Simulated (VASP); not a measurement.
Write the native input for VASP 6.6.1 that does the following.

* Task: relaxation of cell and atoms
* Functional: r2SCAN
* Potentials or basis: VASP PAW PBE potentials, release 64 (B, Bi_d)
* Cutoff: 600 eV
* k mesh: 8 × 8 × 8
* Occupations: fermi-dirac, width 0.02 eV
* Spin: no spin polarisation
* Dipole correction: no
* Further INCAR settings: ALGO = Normal; EDIFF = 1e-06; IBRION = 2; EDIFFG = -0.005; NSW = 80; ISIF = 3

The system is BiB.

```
B Bi
1.0
     0.00000    2.63686    2.63686
     2.63686    0.00000    2.63686
     2.63686    2.63686    0.00000
B Bi
1 1
Direct
  0.00000 0.00000 0.00000
  0.50000 0.50000 0.50000
```

One way to write it, as run:

POSCAR

```
BiB
1.0
    0.0000000000      2.6368611746      2.6368611746
    2.6368611746      0.0000000000      2.6368611746
    2.6368611746      2.6368611746      0.0000000000
B Bi
1 1
Direct
    0.0000000000      0.0000000000      0.0000000000
    0.5000000000      0.5000000000      0.5000000000
```

INCAR.step1

```
SYSTEM = BiB
PREC = Accurate
ENCUT = 600
ISMEAR = -1
SIGMA = 0.02
LREAL = .False.
LASPH = .True.
NELM = 60
GGA = PE
ALGO = Normal
EDIFF = 1E-4
LWAVE = .True.
LCHARG = .False.
```

INCAR.step2

```
SYSTEM = BiB
PREC = Accurate
ENCUT = 600
EDIFF = 1E-6
ISMEAR = -1
SIGMA = 0.02
LREAL = .False.
LASPH = .True.
NELM = 60
ALGO = Normal
ISIF = 3
LWAVE = .False.
LCHARG = .False.
METAGGA = R2SCAN
LMIXTAU = .True.
IBRION = 2
NSW = 80
EDIFFG = -0.005
ISTART = 1
```

KPOINTS

```
regular mesh
0
Gamma
  8 8 8
  0 0 0
```

Potentials or basis: VASP PAW PBE potentials, release 64 (B, Bi_d).

Run with:

```sh
$ cat potpaw_PBE.64/B/POTCAR potpaw_PBE.64/Bi_d/POTCAR > POTCAR
$ cp INCAR.step1 INCAR
$ mpirun -np 1 vasp_std > vasp.out
$ cp INCAR.step2 INCAR
$ mpirun -np 1 vasp_std > vasp.out
```

Results of the run:

| Quantity | Value |
| --- | --- |
| Relaxed volume | 18.14 Å³/atom |
| Relaxed cell | a = 3.716 Å, b = 3.716 Å, c = 3.716 Å, α = 60.00°, β = 60.00°, γ = 60.00° |
| Space group after relaxing (to 0.1 Å) | Fm-3m (No. 225) |
| Energy gained by relaxing | 0.5 meV/atom |
| Ionic steps | 3 |
| Pressure after relaxing | 0.0 GPa |
| Band gap on the k mesh | zero (bands 9 and 10 overlap by 4.38 eV) |

Caveat: the PAW data sets were made with another functional, which shifts forces and pressure a little; spin-orbit coupling is left out, which moves the levels of the heavy elements.

It took 5.2 min on 1 thread of Intel Xeon 8259CL, with other jobs on the host, peak memory 0.19 GiB.
